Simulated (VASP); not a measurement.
Write the native input for VASP 6.6.1 that does the following.

```
Task                   : single point
Functional             : r2SCAN
Potentials or basis    : VASP PAW PBE potentials, release 64 (Gd, O)
Cutoff                 : 520 eV
k mesh                 : 12 × 12 × 12
Occupations            : gaussian, width 0.05 eV
Spin                   : collinear spin, ferromagnetic start
Starting moments       : [7.0, 0.0] μB
Dipole correction      : no
Further INCAR settings : ALGO = Normal; EDIFF = 1e-06; NBANDS = 23
```

Crystal: GdO.

```
Gd O
1.0
     2.99448    0.00000    0.00000
     0.00000    2.99448    0.00000
     0.00000    0.00000    2.99448
Gd O
1 1
Direct
  0.00000 0.00000 0.00000
  0.50000 0.50000 0.50000
```

The input as run:

POSCAR

```
GdO
1.0
    2.9944849749      0.0000000000      0.0000000000
    0.0000000000      2.9944849749      0.0000000000
    0.0000000000      0.0000000000      2.9944849749
Gd O
1 1
Direct
    0.0000000000      0.0000000000      0.0000000000
    0.5000000000      0.5000000000      0.5000000000
```

INCAR.step1

```
SYSTEM = GdO
PREC = Accurate
ENCUT = 520
ISMEAR = 0
SIGMA = 0.05
LREAL = .False.
LASPH = .True.
NELM = 150
ISPIN = 2
MAGMOM = 7 0
LMAXMIX = 6
NBANDS = 23
GGA = PE
ALGO = Normal
EDIFF = 1E-4
LWAVE = .True.
LCHARG = .False.
```

INCAR.step2

```
SYSTEM = GdO
PREC = Accurate
ENCUT = 520
EDIFF = 1E-6
ISMEAR = 0
SIGMA = 0.05
LREAL = .False.
LASPH = .True.
NELM = 150
ALGO = Normal
ISIF = 2
LWAVE = .False.
LCHARG = .True.
ISPIN = 2
MAGMOM = 7 0
LORBIT = 11
LMAXMIX = 6
METAGGA = R2SCAN
LMIXTAU = .True.
LELF = .True.
LVHAR = .True.
NBANDS = 23
ISTART = 1
```

KPOINTS

```
Automatic mesh
0
Gamma
  12 12 12
  0 0 0
```

Potentials or basis: VASP PAW PBE potentials, release 64 (Gd, O).

Command:

```console
$ cat potpaw_PBE.64/Gd/POTCAR potpaw_PBE.64/O/POTCAR > POTCAR
$ cp INCAR.step1 INCAR
$ mpirun -np 1 vasp_std > vasp.out
$ cp INCAR.step2 INCAR
$ mpirun -np 1 vasp_std > vasp.out
```

It gave:

| Quantity | Value |
| --- | --- |
| Pressure | 0.0 GPa |
| Net moment | 7.45 μB per cell |
| Site moments | Gd +7.01; O -0.04 μB |
| Valence electrons inside the program's atomic spheres | Gd 15.42; O 5.00 |

Caveat: the PAW data sets were made with another functional, which shifts forces and pressure a little; a cell with one magnetic atom can't hold antiferromagnetic order, which such compounds often take.

Run time: 7.8 min on 1 thread of Intel Xeon 8259CL, on a shared host, peak memory 0.23 GiB.
